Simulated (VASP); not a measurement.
# ZnS (CsCl type) (Pm-3m) in VASP: further runs

Runs on ZnS (CsCl type). Level: PBE. Tasks: single point.

All numbers are computed with VASP 6.6.1; they aren't measurements. Logs are shortened: lines on timing, memory, paths and dates and some standing lists are left out, and cuts for length are marked.

## Step 1: The cell of the first run

Symmetry: Pm-3m, No. 221, cubic system. Conventional cell: a = 2.620 Å, b = 2.620 Å, c = 2.620 Å, α = 90.00°, β = 90.00°, γ = 90.00°. Within 3.0 Å of Zn (site symmetry m-3m) lie 8 S at 2.27 Å and 6 Zn at 2.62 Å. Within 3.0 Å of S (site symmetry m-3m) lie 8 Zn at 2.27 Å and 6 S at 2.62 Å.

## Step 2: Single point, PBE (volume scaled by 0.55)

The input, INCAR:

```
SYSTEM = ZnS
  PREC = Accurate
  ENCUT = 520
  EDIFF = 1E-7
  ISMEAR = -1
  SIGMA = 0.1
  LREAL = .FALSE.
  LASPH = .TRUE.
  NELM = 80
  ALGO = Normal
  ISIF = 2
  LWAVE = .FALSE.
  LCHARG = .TRUE.
  GGA = PE
  LELF = .TRUE.
  LVHAR = .TRUE.
  NBANDS = 16
```

The input, KPOINTS:

```
Automatic mesh
0
G
  15 15 15
  0 0 0
```

The input, POSCAR:

```
ZnS
1.0
    2.6197480954      0.0000000000      0.0000000000
    0.0000000000      2.6197480954      0.0000000000
    0.0000000000      0.0000000000      2.6197480954
Zn S
1 1
Direct
    0.0000000000      0.0000000000      0.0000000000
    0.5000000000      0.5000000000      0.5000000000
```

Potentials or basis: VASP PAW PBE potentials, release 64 (Zn, S).

The run is started by

```bash
> cat potpaw_PBE.64/Zn/POTCAR potpaw_PBE.64/S/POTCAR > POTCAR
> mpirun -np 1 vasp_std > vasp.out
```

OUTCAR:

```text
SYSTEM = ZnS
   PREC = Accurate
   ENCUT = 520
   EDIFF = 1E-7
   ISMEAR = -1
   LREAL = .FALSE.
   LASPH = .TRUE.
   NELM = 80
   ISIF = 2
   GGA = PE

 ion  position               nearest neighbor table
   1  0.000  0.000  0.000-   2 2.27   2 2.27   2 2.27   2 2.27   2 2.27   2 2.27   2 2.27   2 2.27

   2  0.500  0.500  0.500-   1 2.27   1 2.27   1 2.27   1 2.27   1 2.27   1 2.27   1 2.27   1 2.27

  LATTYP: Found a simple cubic cell.
 ALAT       =     2.6197480954

  Lattice vectors:

 A1 = (   2.6197480954,   0.0000000000,   0.0000000000)
 A2 = (   0.0000000000,   2.6197480954,   0.0000000000)
 A3 = (   0.0000000000,   0.0000000000,   2.6197480954)

Analysis of symmetry for initial positions (statically):
=====================================================================
 Subroutine PRICEL returns:
 Original cell was already a primitive cell.

 Routine SETGRP: Setting up the symmetry group for a
 simple cubic supercell.

 Subroutine GETGRP returns: Found 48 space group operations
 (whereof 48 operations were pure point group operations)
 out of a pool of 48 trial point group operations.

The static configuration has the point symmetry O_h .

Analysis of symmetry for dynamics (positions and initial velocities):
=====================================================================
 Subroutine PRICEL returns:
 Original cell was already a primitive cell.

 Routine SETGRP: Setting up the symmetry group for a
 simple cubic supercell.

 Subroutine GETGRP returns: Found 48 space group operations
 (whereof 48 operations were pure point group operations)
 out of a pool of 48 trial point group operations.

The dynamic configuration has the point symmetry O_h .

 Subroutine INISYM returns: Found 48 space group operations
 (whereof 48 operations are pure point group operations),
 and found     1 'primitive' translations

----------------------------------------------------------------------------------------

                                     Primitive cell

  volume of cell :      17.9795

  direct lattice vectors                    reciprocal lattice vectors
     2.619748095  0.000000000  0.000000000     0.381716090  0.000000000  0.000000000
     0.000000000  2.619748095  0.000000000     0.000000000  0.381716090  0.000000000
     0.000000000  0.000000000  2.619748095     0.000000000  0.000000000  0.381716090

  length of vectors
     2.619748095  2.619748095  2.619748095     0.381716090  0.381716090  0.381716090

[... 74 lines left out ...]
   ISPIN  =      1    spin polarized calculation?
   LNONCOLLINEAR =      F non collinear calculations
   LSORBIT =      F    spin-orbit coupling
   LASPH  =      T    aspherical Exc in radial PAW
   ENCUT  =  520.0 eV  38.22 Ry    6.18 a.u.   4.87  4.87  4.87*2*pi/ulx,y,z
   NELM   =     80;   NELMIN=  2; NELMDL= -5     # of ELM steps
   EDIFF  = 0.1E-06   stopping-criterion for ELM
   LREAL  =      F    real-space projection
   EDIFFG = 0.1E-05   stopping-criterion for IOM
   NSW    =      0    number of steps for IOM
   IBRION =     -1    ionic relax: 0-MD 1-quasi-New 2-CG
   NFREE  =      0    steps in history (QN), initial steepest desc. (CG)
   ISIF   =      2    stress and relaxation
   ISYM   =      2    0-nonsym 1-usesym 2-fastsym
   POTIM  = 0.5000    time-step for ionic-motion
   TEBEG  =    0.0;   TEEND  =   0.0 temperature during run
   PSTRESS=    0.0 pullay stress
   NELECT =      18.0000    total number of electrons
   NUPDOWN=      -1.0000    fix difference up-down
   EMIN   =  10.00;   EMAX   =-10.00  energy-range for DOS
   EFERMI =   0.00;   METHOD = LEGACY
   ISMEAR =    -1;   SIGMA  =   0.10  broadening in eV -4-tet -1-fermi 0-gaus
   EFERMI_NEDOS =   21; number of points for ismear=-14 and -15
   IALGO  =     38    algorithm
   IMIX   =      4    mixing-type and parameters
     AMIX     =   0.40;   BMIX     =  1.00
     AMIX_MAG =   1.60;   BMIX_MAG =  1.00
  volume/ion in A,a.u.               =       8.99        60.67
  Fermi-wavevector in a.u.,A,eV,Ry     =   1.637719  3.094841 36.492519  2.682124
  Thomas-Fermi vector in A             =   2.728812
   LORBIT       =      0    0 simple, 1 ext, 2 COOP (PROOUT), +10 PAW based schemes
   GGA     = PE    functional components
   LHFCALC =     F    Hartree Fock is set to
   AEXX    =    0.0000 exact exchange contribution
   IVDW    =     0    specifies the selected vdW correction
   LEPSILON=     F    determine dielectric tensor
   LRPA    =     F    only Hartree local field effects (RPA)
 non-spin polarized calculation
  energy-cutoff  :      520.00
  volume of cell :       17.98
 maximum number of plane-waves:       498
 NGX is ok and might be reduce to    20
   NGX =  9   NGY =  9   NGZ =  9

 number of electron      17.9999995 magnetization

 Free energy of the ion-electron system (eV)
  ---------------------------------------------------
  ext. energy  EPLUGINS =         0.00000000
  ---------------------------------------------------
  free energy    TOTEN  =        -0.39031267 eV

  energy without entropy =       -0.36570518  energy(sigma->0) =       -0.37800892

 E-fermi :  12.8792     XC(G=0): -14.2634

 val. band max:       12.8769873146   @ k =   0.4667   0.4667   0.4000
 cond. band min:      12.9369896629   @ k =   0.3333   0.1333   0.0000
 fundamental gap:      0.0600023483
 Fermi energy:        12.8791965659

 k-point     1 :       0.0000    0.0000    0.0000
  band No.  band energies     occupation
      1      -8.2333      2.00000
      2       2.9243      2.00000
      3       2.9243      2.00000
      4       4.4265      2.00000
      5       4.4265      2.00000
      6       4.4265      2.00000
[... 433 lines left out ...]
      3       3.0893      2.00000
      4       3.6343      2.00000
      5       3.8270      2.00000
      6       4.2688      2.00000
[... 8 lines left out ...]
     15      27.8496      0.00000
     16      29.8071      0.00000

 [... further k-points ...]
[... 5 lines left out ...]
  --------------------------------------------------------------------------------------
  -------------------------------------------------------------------------------------
  Total       19.0702784     19.0702784     19.0702784      0.0000000      0.0000000     -0.0000000
  in kB     1699.3741817   1699.3741817   1699.3741817      0.0000000      0.0000000     -0.0000000
  external PRESSURE =    1699.3741817 kB  Pullay stress =       0.0000000 kB

 VOLUME and BASIS-vectors are now :
 -----------------------------------------------------------------------------
  energy-cutoff  :      520.00
  volume of cell :       17.98
      direct lattice vectors                 reciprocal lattice vectors
     2.619748095  0.000000000  0.000000000     0.381716090  0.000000000  0.000000000
     0.000000000  2.619748095  0.000000000     0.000000000  0.381716090  0.000000000
     0.000000000  0.000000000  2.619748095     0.000000000  0.000000000  0.381716090

 POSITION                                       TOTAL-FORCE (eV/Angst)
 -----------------------------------------------------------------------------------
      0.00000      0.00000      0.00000         0.000000      0.000000      0.000000
      1.30987      1.30987      1.30987         0.000000      0.000000      0.000000
 -----------------------------------------------------------------------------------
    total drift:                               -0.000000      0.000000      0.000000

  FREE ENERGIE OF THE ION-ELECTRON SYSTEM (eV)
  ---------------------------------------------------
  free  energy   TOTEN  =        -0.3903126722 eV

  energy  without entropy=       -0.3657051754  energy(sigma->0) =       -0.37800892
```

stdout:

```text
POSCAR found type information on POSCAR ZnS
 POSCAR found :  2 types and       2 ions
 scaLAPACK will be used
 LDA part: xc-table for (Slater+PW92), standard interpolation
 POSCAR, INCAR and KPOINTS ok, starting setup
 FFT: planning ... GRIDC
 FFT: planning ... GRID_SOFT
 FFT: planning ... GRID
 WAVECAR not read
 entering main loop
```

Wall time 12 s (1 thread of Intel Xeon 6975P-C (Granite Rapids), shared host); peak memory 0.15 GiB.

What came out:

```
Free energy            : -0.3903 eV
Pressure               : 169.9 GPa
Band gap on the k mesh : zero (band 9 reaches 13.98 eV, above the bottom of band 10 at 10.73 eV)
```

Levels at points of the mesh, in eV from the Fermi level:
```tsv
k point	band 5	band 6	band 7	band 8	band 9	band 10	band 11	band 12	band 13	band 14
(0.00, 0.00, 0.00)	-8.45	-8.45	-2.57	-2.57	-2.57	4.57	4.63	4.63	18.02	18.02
```

## Step 3: Single point, PBE (volume scaled by 0.55)

The input, INCAR:

```
PREC     = Accurate       # precision mode
ENCUT    = 520            # plane-wave cutoff, eV
EDIFF    = 1E-6           # SCF threshold, eV
ISMEAR   = -1             # smearing method
SIGMA    = 0.1            # smearing width, eV
LREAL    = F              # projectors in reciprocal space
LASPH    = T              # aspherical terms in the spheres
NELM     = 80             # most SCF steps
ALGO     = Normal         # electronic algorithm
ISIF     = 2              # what is computed and relaxed
LWAVE    = F              # write WAVECAR
LCHARG   = T              # write CHGCAR
GGA      = PE             # functional
LELF     = T              # ELF
LVHAR    = T            
NBANDS   = 16             # bands
```

The input, KPOINTS:

```
Automatic mesh
0
Gamma
  15 15 15
```

POSCAR is that of step 2.

Potentials or basis: VASP PAW PBE potentials, release 64 (Zn, S).

The run is started by

```bash
> cat potpaw_PBE.64/Zn/POTCAR potpaw_PBE.64/S/POTCAR > POTCAR
> mpirun -np 1 vasp_std > vasp.out
```

It took 11 s on 1 thread of Intel Xeon 6975P-C (Granite Rapids), shared host; peak memory 0.14 GiB.

It converged, with:

| Quantity | Value |
| --- | --- |
| Free energy | -0.3903 eV |
| Pressure | 169.9 GPa |
| Band gap on the k mesh | zero (band 9 reaches 13.98 eV, above the bottom of band 10 at 10.73 eV) |

Levels at points of the mesh, in eV from the Fermi level:
```csv
k point,band 7,band 8,band 9,band 10,band 11,band 12
"(0.00, 0.00, 0.00)",-2.57,-2.57,-2.57,4.57,4.63,4.63
```

## Step 4: Single point, PBE (volume scaled by 0.64)

The input, INCAR:

```
  PREC = Accurate
  ENCUT = 520
  EDIFF = 1E-7
  ISMEAR = -1
  SIGMA = 0.1
  LREAL = False
  LASPH = True
  NELM = 80
  ALGO = Normal
  ISIF = 2
  LWAVE = False
  LCHARG = True
  GGA = PE
  LELF = True
  LVHAR = True
  NBANDS = 16
```

KPOINTS is that of step 3.

The input, POSCAR:

```
ZnS
1.0
    2.7554886604      0.0000000000      0.0000000000
    0.0000000000      2.7554886604      0.0000000000
    0.0000000000      0.0000000000      2.7554886604
Zn S
1 1
Direct
    0.0000000000      0.0000000000      0.0000000000
    0.5000000000      0.5000000000      0.5000000000
```

Potentials or basis: VASP PAW PBE potentials, release 64 (Zn, S).

The run is started by

```bash
> cat potpaw_PBE.64/Zn/POTCAR potpaw_PBE.64/S/POTCAR > POTCAR
> mpirun -np 1 vasp_std > vasp.out
```

OUTCAR:

```text
PREC = Accurate
   ENCUT = 520
   EDIFF = 1E-7
   ISMEAR = -1
   LREAL = False
   LASPH = True
   NELM = 80
   ISIF = 2
   GGA = PE

 ion  position               nearest neighbor table
   1  0.000  0.000  0.000-   2 2.39   2 2.39   2 2.39   2 2.39   2 2.39   2 2.39   2 2.39   2 2.39

   2  0.500  0.500  0.500-   1 2.39   1 2.39   1 2.39   1 2.39   1 2.39   1 2.39   1 2.39   1 2.39

  LATTYP: Found a simple cubic cell.
 ALAT       =     2.7554886604

  Lattice vectors:
[... 191 lines left out ...]
      5       2.5883      2.00000
      6       2.5883      2.00000
[... 433 lines left out ...]
      3       1.6620      2.00000
      4       2.0183      2.00000
      5       2.1502      2.00000
      6       2.4758      2.00000
[... 8 lines left out ...]
     15      24.7580      0.00000
     16      26.3554      0.00000

 [... further k-points ...]
[... 5 lines left out ...]
  --------------------------------------------------------------------------------------
  -------------------------------------------------------------------------------------
  Total       11.8271142     11.8271142     11.8271142      0.0000000     -0.0000000      0.0000000
  in kB      905.7190169    905.7190169    905.7190169      0.0000000     -0.0000000      0.0000000
  external PRESSURE =     905.7190169 kB  Pullay stress =       0.0000000 kB

 VOLUME and BASIS-vectors are now :
 -----------------------------------------------------------------------------
  energy-cutoff  :      520.00
  volume of cell :       20.92
      direct lattice vectors                 reciprocal lattice vectors
     2.755488660  0.000000000  0.000000000     0.362912036  0.000000000  0.000000000
     0.000000000  2.755488660  0.000000000     0.000000000  0.362912036  0.000000000
     0.000000000  0.000000000  2.755488660     0.000000000  0.000000000  0.362912036

 POSITION                                       TOTAL-FORCE (eV/Angst)
 -----------------------------------------------------------------------------------
      0.00000      0.00000      0.00000         0.000000      0.000000      0.000000
      1.37774      1.37774      1.37774         0.000000      0.000000      0.000000
 -----------------------------------------------------------------------------------
    total drift:                                0.000000      0.000000      0.000000

  FREE ENERGIE OF THE ION-ELECTRON SYSTEM (eV)
  ---------------------------------------------------
  free  energy   TOTEN  =        -2.7060872445 eV

  energy  without entropy=       -2.6792280060  energy(sigma->0) =       -2.69265763
```

OSZICAR:

```text
N       E                     dE             d eps       ncg     rms          rms(c)
DAV:   1     0.845513636621E+02    0.84551E+02   -0.93201E+03  4040   0.166E+03
DAV:   2     0.666737798726E+00   -0.83885E+02   -0.78225E+02  4424   0.278E+02
DAV:   3    -0.314936803537E+01   -0.38161E+01   -0.37711E+01  4672   0.557E+01
DAV:   4    -0.317365878707E+01   -0.24291E-01   -0.24286E-01  4672   0.438E+00
DAV:   5    -0.317380874380E+01   -0.14996E-03   -0.14995E-03  4688   0.363E-01    0.189E+01
DAV:   6    -0.274594304162E+01    0.42787E+00   -0.90516E-01  5304   0.363E+01    0.127E+01
DAV:   7    -0.271369203303E+01    0.32251E-01   -0.25920E-01  4480   0.110E+01    0.472E+00
DAV:   8    -0.270676463938E+01    0.69274E-02   -0.17128E-02  5432   0.427E+00    0.523E-01
DAV:   9    -0.270610249034E+01    0.66215E-03   -0.32887E-03  4392   0.541E-01    0.836E-02
DAV:  10    -0.270608277653E+01    0.19714E-04   -0.17089E-04  5232   0.195E-01    0.507E-02
DAV:  11    -0.270608664105E+01   -0.38645E-05   -0.98882E-06  4552   0.419E-02    0.209E-02
DAV:  12    -0.270608732017E+01   -0.67912E-06   -0.11275E-06  4984   0.146E-02    0.364E-03
DAV:  13    -0.270608724447E+01    0.75699E-07   -0.80060E-08  2680   0.825E-03
   1 F= -.27060872E+01 E0= -.26926576E+01  d E =-.268592E-01
```

Wall time 12 s (1 thread of Intel Xeon 6975P-C (Granite Rapids), shared host); peak memory 0.15 GiB.

What came out:

```
Free energy            : -2.7061 eV
Pressure               : 90.6 GPa
Band gap on the k mesh : zero (band 9 reaches 11.09 eV, above the bottom of band 10 at 8.59 eV)
```

## Step 5: Single point, PBE (volume scaled by 0.72)

The input, INCAR:

```
  PREC = Accurate
  ENCUT = 520
  EDIFF = 1E-6
  ISMEAR = -1
  SIGMA = 0.1
  LREAL = False
  LASPH = True
  NELM = 60
  ALGO = Normal
  ISIF = 2
  LWAVE = False
  LCHARG = False
  GGA = PE
  NBANDS = 16
```

KPOINTS is that of step 4.

The input, POSCAR:

```
ZnS
1.0
    2.8658236935      0.0000000000      0.0000000000
    0.0000000000      2.8658236935      0.0000000000
    0.0000000000      0.0000000000      2.8658236935
Zn S
1 1
Direct
    0.0000000000      0.0000000000      0.0000000000
    0.5000000000      0.5000000000      0.5000000000
```

The run is started by

```bash
> cat potpaw_PBE.64/Zn/POTCAR potpaw_PBE.64/S/POTCAR > POTCAR
> mpirun -np 1 vasp_std > vasp.out
```

It took 12 s on 1 thread of Intel Xeon 6975P-C (Granite Rapids), shared host; peak memory 0.16 GiB.

The run converged. Its results:

```yaml
Free_energy: -3.8392 eV
Pressure: 51.6 GPa
Band_gap_on_the_k_mesh: zero (band 9 reaches 9.21 eV, above the bottom of band 10 at 7.23 eV)
```

Levels at points of the mesh, in eV from the Fermi level:
```tsv
k point	band 5	band 6	band 7	band 8	band 9	band 10	band 11	band 12	band 13	band 14
(0.00, 0.00, 0.00)	-7.38	-7.38	-1.94	-1.94	-1.94	1.63	5.40	5.40	15.82	15.82
```

## Step 6: Single point, PBE (volume scaled by 0.72)

The input, INCAR:

```
SYSTEM = ZnS
ALGO = Normal
EDIFF = 1E-6
ENCUT = 520
GGA = PE
ISIF = 2
ISMEAR = -1
LASPH = .TRUE.
LCHARG = .FALSE.
LREAL = .FALSE.
LWAVE = .FALSE.
NBANDS = 16
NELM = 60
PREC = Accurate
SIGMA = 0.1
```

The input, KPOINTS:

```
k-points
0
G
  15 15 15
  0 0 0
```

POSCAR is that of step 5.

Potentials or basis: VASP PAW PBE potentials, release 64 (Zn, S).

The run is started by

```bash
> cat potpaw_PBE.64/Zn/POTCAR potpaw_PBE.64/S/POTCAR > POTCAR
> mpirun -np 1 vasp_std > vasp.out
```

Wall time 12 s (1 thread of Intel Xeon 6975P-C (Granite Rapids), shared host); peak memory 0.16 GiB.

Results (log left out):

```yaml
Free_energy: -3.8392 eV
Pressure: 51.6 GPa
Band_gap_on_the_k_mesh: zero (band 9 reaches 9.21 eV, above the bottom of band 10 at 7.23 eV)
```

Levels at points of the mesh, in eV from the Fermi level:
```csv
k point,band 5,band 6,band 7,band 8,band 9,band 10,band 11,band 12,band 13,band 14
"(0.00, 0.00, 0.00)",-7.38,-7.38,-1.94,-1.94,-1.94,1.63,5.40,5.40,15.82,15.82
```

## Step 7: The runs side by side

| cell | gap on the mesh (eV) | pressure (GPa) |
| --- | --- | --- |
| a = 2.620 Å, 2 atoms | none | 169.9 |
| a = 2.755 Å, 2 atoms | none | 90.6 |
| a = 2.866 Å, 2 atoms | none | 51.6 |

Alike in all rows: task single point; level PBE; potentials or basis VASP PAW PBE potentials, release 64 (Zn, S); no spin polarisation; k mesh 15 × 15 × 15; cutoff (eV) 520; smearing fermi-dirac 0.1 eV.

Total energies depend on the potentials used, so only differences within one code and one set of settings carry meaning.
